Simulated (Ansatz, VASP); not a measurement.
One calculation of ZrSi3O8, two programs

The input POSCAR:

```
ZrSi3O8
1.0
    3.4697106732      0.0000000000      0.0000000000
    0.0000000000      5.8136657061      0.0000000000
    0.0000000000      0.0000000000      5.7462823995
Si O Zr
3 8 1
Direct
    0.5000000000      0.2474272700      0.5581198225
    0.0000000000      0.0000000000     -0.0788997301
    0.5000000000      0.7525727300      0.5581198225
    0.5000000000      0.0000000000      0.4143605606
    0.0000000000      0.2054097472      0.1161758293
    0.0000000000      0.2343392240      0.6569450752
    0.5000000000      0.0000000000      0.8370225421
    0.5000000000      0.5000000000      0.3906452241
    0.0000000000      0.7945902528      0.1161758293
    0.0000000000      0.7656607760      0.6569450752
    0.5000000000      0.5000000000      0.7963888510
    0.0000000000      0.5000000000     -0.0219989017
```

INCAR.step1

```
SYSTEM = ZrSi3O8
ALGO     = Normal         ! electronic algorithm
EDIFF    = 1E-4           ! SCF threshold, eV
ENCUT    = 520            ! plane-wave cutoff, eV
GGA      = PE             ! functional
ISMEAR   = 0              ! smearing method
LASPH    = .TRUE.         ! aspherical terms in the spheres
LCHARG   = .FALSE.        ! write CHGCAR
LREAL    = .FALSE.        ! projectors in reciprocal space
LWAVE    = .TRUE.         ! write WAVECAR
NBANDS   = 48             ! bands
NELM     = 80             ! most SCF steps
PREC     = Accurate       ! precision mode
SIGMA    = 0.01           ! smearing width, eV
```

The input INCAR.step2:

```
SYSTEM = ZrSi3O8
ALGO     = Normal         ! electronic algorithm
EDIFF    = 1E-6           ! SCF threshold, eV
ENCUT    = 520            ! plane-wave cutoff, eV
ISIF     = 2              ! what is computed and relaxed
ISMEAR   = 0              ! smearing method
ISTART   = 1            
LASPH    = .TRUE.         ! aspherical terms in the spheres
LCHARG   = .FALSE.        ! write CHGCAR
LMIXTAU  = .TRUE.       
LREAL    = .FALSE.        ! projectors in reciprocal space
LWAVE    = .FALSE.        ! write WAVECAR
METAGGA  = R2SCAN         ! meta-GGA
NBANDS   = 48             ! bands
NELM     = 80             ! most SCF steps
PREC     = Accurate       ! precision mode
SIGMA    = 0.01           ! smearing width, eV
```

The input KPOINTS:

```
k-points
0
G
  8 4 4
  0 0 0
```

Input for Ansatz:

```yaml
crystal:
  lattice:
    - [3.4697106732, 0.0, 0.0]
    - [0.0, 5.8136657061, 0.0]
    - [0.0, 0.0, 5.7462823995]
  atoms:
    - { symbol: Si, position: [0.5, 0.24742727, 0.5581198225] }
    - { symbol: Si, position: [0.0, 0.0, -0.0788997301] }
    - { symbol: O, position: [0.5, 0.0, 0.4143605606] }
    - { symbol: O, position: [0.0, 0.2054097472, 0.1161758293] }
    - { symbol: O, position: [0.0, 0.234339224, 0.6569450752] }
    - { symbol: O, position: [0.5, 0.0, 0.8370225421] }
    - { symbol: Si, position: [0.5, 0.75257273, 0.5581198225] }
    - { symbol: Zr, position: [0.0, 0.5, -0.0219989017] }
    - { symbol: O, position: [0.5, 0.5, 0.3906452241] }
    - { symbol: O, position: [0.0, 0.7945902528, 0.1161758293] }
    - { symbol: O, position: [0.0, 0.765660776, 0.6569450752] }
    - { symbol: O, position: [0.5, 0.5, 0.796388851] }
kpoints:
  mp_grid: { grid: [8, 4, 4] }
  band_path:
    path:
      - [0.0, 0.0, 0.0]
      - [0.5, 0.0, 0.0]
      - [0.5, 0.5, 0.0]
      - [0.0, 0.5, 0.0]
      - [0.0, 0.0, 0.5]
      - [0.5, 0.0, 0.5]
      - [0.5, 0.5, 0.5]
      - [0.0, 0.5, 0.5]
    npoints: 1
hamiltonian:
  xc: r2scan
scf:
  occupations: { method: fixed }
  n_extra_bands: 7
output:
  forces: true
  stress: true
  eigenvalues: true
```

Alike in both runs: task single point; functional r2SCAN; k mesh 8 × 4 × 4; no spin polarisation.

```csv
,VASP,Ansatz
version,VASP 6.6.1,Ansatz 0.2.0
potentials or method,"VASP PAW PBE potentials, release 64 (Si, O, Zr_sv)","plane waves, PAW"
plane-wave cutoff (eV),520,500
occupations,"gaussian, width 0.01 eV",fixed
valence electrons in the cell,72,72
```

```csv
,VASP,Ansatz,Ansatz less VASP
gap on the k mesh at the Fermi level (eV),4.39,4.43,+0.039
pressure (GPa),0.6,0.0,-0.57
rms of the force components (eV/Å),0.027,0.001,-0.0262
```

VASP's potentials were made for PBE, not for r2SCAN.
